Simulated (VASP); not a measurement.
Ag: single point with PBEsol

Ag:

```
Ag
1.0
     2.99572    0.00000    0.00000
    -1.49786    2.59437    0.00000
     0.00000    0.00000    4.46634
Ag
2
Direct
  0.33333 0.66667 0.25000
  0.66667 0.33333 0.75000
```

This cell differs from its parent crystal: strained.

```yaml
Program: VASP 6.6.1
Task: single point
Functional: PBEsol
Potentials_or_basis: VASP PAW PBE potentials, release 64 (Ag)
Cutoff: 520 eV
k_mesh: 18 × 18 × 10
Occupations: gaussian, width 0.1 eV
Spin: no spin polarisation
```

```json
{
  "Pressure": "-3.4 GPa",
  "Band gap on the k mesh": "zero (bands 11 and 12 overlap by 6.93 eV)"
}
```

Stress tensor (GPa, compression positive):
```
-6.22  0.00  0.00
 0.00 -6.22  0.00
 0.00  0.00  2.37
```

Levels at points of the mesh, in eV from the Fermi level:
```
           k point  band 7  band 8  band 9  band 10  band 11  band 12  band 13  band 14  band 15  band 16
(0.00, 0.00, 0.00)   -4.35   -4.33   -4.33    -3.04    -3.04     0.31     4.72    14.87    16.57    16.57
(0.50, 0.00, 0.00)   -3.90   -3.18   -2.95    -2.72    -0.22     1.05     7.38     7.49     9.44     9.85
(0.00, 0.00, 0.50)   -4.29   -4.29   -3.33    -3.33    -3.33    -3.33    12.95    12.95    15.28    15.28
(0.50, 0.00, 0.50)   -3.14   -3.14   -3.02    -3.02     0.62     0.62     4.28     4.28    12.80    12.80
```

It took 42 s on 1 thread of Intel(R) Xeon(R) 6975P-C (Granite Rapids) (shared host), peak memory 0.23 GiB.

Caveat: the cell differs from its parent crystal (strained); the cell stands under tension; the PAW data sets were made with another functional, which shifts forces and pressure a little.
